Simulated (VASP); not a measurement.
Wanted: the native input for a VASP 6.6.1 run.

* Task: relaxation of cell and atoms
* Functional: PBE
* Potentials or basis: VASP PAW PBE potentials, release 64 (Si, C)
* Cutoff: 600 eV
* k mesh: 6 × 6 × 1
* Occupations: gaussian, width 0.1 eV
* Spin: no spin polarisation
* Dipole correction: no
* Further INCAR settings: ALGO = Normal; EDIFF = 1e-06; IBRION = 2; EDIFFG = -0.04; NSW = 90; ISIF = 3

The structure of Si2C3 lies in POSCAR:

```
Si2C3
1.0
    2.6359670200      0.0000000000      0.0000000000
   -1.3179835100      2.2828144000      0.0000000000
    0.0000000000      0.0000000000     22.8783716700
Si C
4 6
Direct
    0.6666666700      0.3333333300      0.1500000000
    0.6666666700      0.3333333300      0.3500000000
    0.3333333300      0.6666666700      0.6500000000
    0.3333333300      0.6666666700      0.8500000000
    0.6666666700      0.3333333300      0.7500000000
    0.6666666700      0.3333333300      0.9500000000
    0.6666666700      0.3333333300      0.5500000000
    0.3333333300      0.6666666700      0.0500000000
    0.3333333300      0.6666666700      0.2500000000
    0.3333333300      0.6666666700      0.4500000000
```

These files were run (other wordings do the same):

INCAR

```
SYSTEM = Si2C3
ALGO = Normal
EDIFF = 1E-6
EDIFFG = -0.04
ENCUT = 600
GGA = PE
IBRION = 2
ISIF = 3
ISMEAR = 0
LASPH = .TRUE.
LCHARG = .FALSE.
LREAL = .FALSE.
LWAVE = .FALSE.
NELM = 100
NSW = 90
PREC = Accurate
SIGMA = 0.1
```

KPOINTS

```
k-points
0
G
  6 6 1
  0 0 0
```

Potentials or basis: VASP PAW PBE potentials, release 64 (Si, C).

Launch:

```console
$ cat potpaw_PBE.64/Si/POTCAR potpaw_PBE.64/C/POTCAR > POTCAR
$ mpirun -np 1 vasp_std > vasp.out
```

It gave:

```json
{
  "Relaxed volume": "13.13 Å³/atom",
  "Relaxed cell": "a = 2.617 Å, b = 2.617 Å, c = 22.129 Å, α = 90.00°, β = 90.00°, γ = 120.00°",
  "Space group after relaxing (to 0.05 Å)": "P6_3/mmc (No. 194)",
  "Energy gained by relaxing": "2585.2 meV/atom",
  "Ionic steps": "54",
  "Pressure after relaxing": "0.0 GPa",
  "Largest force after relaxing": "0.018 eV/Å",
  "Band gap on the k mesh": "zero (band 20 reaches 6.09 eV, above the bottom of band 21 at 4.98 eV)"
}
```

Caveat: the k points lie up to 0.46 Å⁻¹ apart in the final cell.

Run time: 16 min on 1 thread of Intel(R) Xeon(R) 6975P-C (Granite Rapids) (shared host), peak memory 0.33 GiB.
